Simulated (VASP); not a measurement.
Write the native input for VASP 6.6.1 that does the following.

* Task: single point
* Functional: PBE
* Potentials or basis: VASP PAW PBE potentials, release 64 (Ba_sv)
* Cutoff: 520 eV
* k mesh: 14 × 14 × 14
* Occupations: gaussian, width 0.15 eV
* Spin: no spin polarisation
* Dipole correction: no
* Further INCAR settings: ALGO = Normal; EDIFF = 1e-06; NBANDS = 11

The structure of Ba lies in POSCAR:

```
Ba
1.0
   -2.5750000000      2.5750000000      2.5750000000
    2.5750000000     -2.5750000000      2.5750000000
    2.5750000000      2.5750000000     -2.5750000000
Ba
1
Direct
    0.0000000000      0.0000000000      0.0000000000
```

This cell differs from its parent crystal: strain +0.030 along x and y, +0.030 along z.

These files were run (other wordings do the same):

INCAR

```
  PREC = Accurate
  ENCUT = 520
  EDIFF = 1E-6
  ISMEAR = 0
  SIGMA = 0.15
  LREAL = False
  LASPH = True
  NELM = 80
  ALGO = Normal
  ISIF = 2
  LWAVE = False
  LCHARG = False
  GGA = PE
  NBANDS = 11
```

KPOINTS

```
Automatic mesh
0
Gamma
  14 14 14
```

Potentials or basis: VASP PAW PBE potentials, release 64 (Ba_sv).

Launch:

```console
$ cat potpaw_PBE.64/Ba_sv/POTCAR > POTCAR
$ mpirun -np 1 vasp_std > vasp.out
```

It gave:

The pressure is -0.6 GPa. The band gap on the k mesh is zero (bands 5 and 6 overlap by 0.80 eV).

Caveat: the cell differs from its parent crystal (strain +0.030 along x and y, +0.030 along z); spin-orbit coupling is left out, which moves the levels of the heavy elements.

Wall time 28 s on 1 thread of Intel(R) Xeon(R) 6975P-C (Granite Rapids), on a shared host, peak memory 0.24 GiB.
